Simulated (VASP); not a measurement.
Runs of VASP 6.6.1 on AlRu. The structure is that of space group Pm-3m (No. 221), or close to it. The cells are those of the table. 

```csv
cell,gap on the mesh (eV),pressure (GPa)
"a = 2.992, b = 2.992, c = 2.902 Å, 2 atoms",none,(b)
"a = 2.992, b = 2.992, c = 2.947 Å, 2 atoms",none,0.1
"a = 2.992, b = 2.992, c = 3.036 Å, 2 atoms",none,-6.1
"a = 2.992, b = 2.992, c = 3.081 Å, 2 atoms",none,(a)
"a = 2.992 Å, 2 atoms",none,-3.1
```

Alike in all rows: task single point; level PBEsol; potentials or basis VASP PAW PBE potentials, release 64 (Al, Ru_pv); no spin polarisation; k mesh 12 × 12 × 12; cutoff (eV) 520; smearing fermi-dirac 0.1 eV.

Task: Estimate the missing entries.

Result: (a) -8.7; (b) 3.7.

Caveats: the PAW data sets were made with another functional, which shifts forces and pressure a little.

A k mesh can miss the band edges, and the runs leave out spin-orbit coupling on Ru.

A gap of «none» marks levels without a gap at the run's occupations.
